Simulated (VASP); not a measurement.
The system is CuNi2.

```
CELL_PARAMETERS angstrom
2.49766 0.00000 0.00000
-1.24883 2.16303 0.00000
0.00000 0.00000 12.16901
ATOMIC_POSITIONS crystal
Cu 0.33333 0.66667 0.75000
Cu 0.66667 0.33333 0.25000
Ni 0.33333 0.66667 0.08333
Ni 0.33333 0.66667 0.41667
Ni 0.66667 0.33333 0.91667
Ni 0.66667 0.33333 0.58333
```

- Program: VASP 6.6.1
- Task: relaxation of cell and atoms
- Functional: PBE
- Potentials or basis: VASP PAW PBE potentials, release 64 (Cu, Ni)
- Cutoff: 600 eV
- k mesh: 6 × 6 × 2
- Occupations: gaussian, width 0.1 eV
- Spin: collinear spin, ferromagnetic start
- Starting moments: [0.0, 0.0, 2.0, 2.0, 2.0, 2.0] μB

At the start: pressure 4.6 GPa; volume 10.96 Å³/atom.

Question: Where does the relaxation end?

Answer: Over 5 steps the energy falls by 11.3 meV/atom and the volume is 11.24 Å³/atom (+2.5 %); space group P6_3/mmc (No. 194, to 0.05 Å); moment 2.12 μB per cell.

The path:
```tsv
step	energy change (eV)	largest force (eV/Å)	pressure (GPa)	volume (Å³)
1	0.0000	0.4253	4.59	65.74
2	-0.0491	0.1678	-3.30	68.77
3	-0.0545	0.2198	-1.51	68.01
4	-0.0676	0.0496	0.02	67.48
5	-0.0677	0.0309	0.09	67.42
```

Final structure:
```yaml
crystal:
  lattice:
    - [2.49787, 0.00000, 0.00000]
    - [-1.24894, 2.16322, 0.00000]
    - [0.00000, 0.00000, 12.47708]
  atoms:
    - { symbol: Cu, position: [0.33333, 0.66667, 0.75000] }
    - { symbol: Cu, position: [0.66667, 0.33333, 0.25000] }
    - { symbol: Ni, position: [0.33333, 0.66667, 0.08088] }
    - { symbol: Ni, position: [0.33333, 0.66667, 0.41912] }
    - { symbol: Ni, position: [0.66667, 0.33333, 0.91912] }
    - { symbol: Ni, position: [0.66667, 0.33333, 0.58088] }
```

Caveat: the k points lie up to 0.48 Å⁻¹ apart in the final cell.
